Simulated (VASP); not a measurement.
Crystal: ReS.

```xyz
2
Lattice="0.0000 2.3670 2.3670 2.3670 0.0000 2.3670 2.3670 2.3670 0.0000" Properties=species:S:1:pos:R:3 pbc="T T T"
Re    0.0000    0.0000    0.0000
S     2.3670    2.3670    2.3670
```

* Program: VASP 6.6.1
* Task: relaxation of cell and atoms
* Functional: PBE
* Potentials or basis: VASP PAW PBE potentials, release 64 (Re, S)
* Cutoff: 600 eV
* k mesh: 8 × 8 × 8
* Occupations: gaussian, width 0.1 eV
* Spin: no spin polarisation

At the start: pressure 33.5 GPa; volume 13.26 Å³/atom.

How do energy, volume and symmetry change on relaxing?

Over 4 steps the energy falls by 161.4 meV/atom and the volume is 15.03 Å³/atom (+13.3 %); space group Fm-3m (No. 225, to 0.05 Å).

Step by step:
```
step  energy change (eV)  largest force (eV/Å)  pressure (GPa)  volume (Å³)
   1              0.0000                0.0000           33.54        26.52
   2              0.6241                0.0000          -27.08        38.67
   3             -0.3207                0.0000           -2.10        30.32
   4             -0.3227                0.0000           -0.37        30.06
```

Final structure:
```cif
data_structure
_symmetry_space_group_name_H-M 'P 1'
_symmetry_Int_Tables_number 1
_cell_length_a 3.4900
_cell_length_b 3.4900
_cell_length_c 3.4900
_cell_angle_alpha 60.000
_cell_angle_beta 60.000
_cell_angle_gamma 60.000
_cell_volume 30.06
loop_
_atom_site_label
_atom_site_type_symbol
_atom_site_fract_x
_atom_site_fract_y
_atom_site_fract_z
_atom_site_occupancy
Re1 Re 0.00000 0.00000 0.00000 1
S1 S 0.50000 0.50000 0.50000 1
```
